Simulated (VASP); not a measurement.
B2SbI3:

```xyz
6
Lattice="5.2018 0.0000 0.0000 0.0000 5.2018 0.0000 0.0000 0.0000 7.8395" Properties=species:S:1:pos:R:3 pbc="T T T"
B     0.0000    2.6009    0.0000
B     2.6009    0.0000    0.0000
Sb    0.0000    0.0000    3.9198
I     2.6009    2.6009    0.0000
I     0.0000    0.0000    1.5601
I     0.0000    0.0000    6.2795
```

The cell was generated, and may not be a known phase.

```yaml
Program: VASP 6.6.1
Task: relaxation of cell and atoms
Functional: PBE
Potentials_or_basis: VASP PAW PBE potentials, release 64 (B, Sb, I)
Cutoff: 600 eV
k_mesh: 4 × 4 × 2
Occupations: gaussian, width 0.1 eV
Spin: no spin polarisation
```

At the start: pressure 8.3 GPa; volume 35.36 Å³/atom.

Problem. How do energy, volume and symmetry change on relaxing?

Solution. Over 19 steps the energy falls by 648.7 meV/atom and the volume is 35.92 Å³/atom (+1.6 %); space group P4/mmm (No. 123, to 0.1 Å) before and after.

Step by step:
| step | energy change (eV) | largest force (eV/Å) | pressure (GPa) | volume (Å³) |
| --- | --- | --- | --- | --- |
| 1 | 0.0000 | 7.5066 | 8.34 | 212.13 |
| 2 | -2.8561 | 1.8404 | -1.33 | 268.02 |
| 3 | -3.1943 | 1.2052 | 0.02 | 243.62 |
| 4 | -3.1783 | 1.5939 | -0.62 | 250.62 |
| 5 | -3.1984 | 1.4583 | -0.38 | 247.65 |
| 6 | -3.4751 | 0.7882 | -0.96 | 246.07 |
| 7 | -3.6494 | 0.3720 | -1.63 | 242.71 |
| 8 | -3.6753 | 0.3279 | -1.78 | 241.36 |
| 9 | -3.8522 | 0.3431 | -0.48 | 220.91 |
| 10 | -3.8655 | 0.3261 | 0.11 | 214.81 |
| 11 | -3.8655 | 0.3240 | 0.16 | 214.30 |
| 12 | -3.8824 | 0.1692 | 0.20 | 214.00 |
| 13 | -3.8850 | 0.0687 | 0.24 | 213.82 |
| 14 | -3.8890 | 0.0483 | -0.04 | 216.32 |
| 15 | -3.8892 | 0.0427 | -0.12 | 217.02 |
| 16 | -3.8909 | 0.0440 | -0.07 | 216.53 |
| 17 | -3.8915 | 0.0447 | -0.03 | 216.13 |
| 18 | -3.8915 | 0.0447 | -0.03 | 216.06 |
| 19 | -3.8919 | 0.0124 | 0.04 | 215.54 |

Final structure:
```
B Sb I
1.0
     4.65410    0.00000    0.00000
     0.00000    4.65410    0.00000
     0.00000    0.00000    9.95074
B Sb I
2 1 3
Direct
  0.00000 0.50000 0.00000
  0.50000 0.00000 0.00000
  0.00000 0.00000 0.50000
  0.50000 0.50000 0.00000
  0.00000 0.00000 0.19678
  0.00000 0.00000 0.80322
```

Caveat: the k points lie up to 0.34 Å⁻¹ apart in the final cell; a cell axis changed by over 15 % at a fixed basis, so the end point is rough.
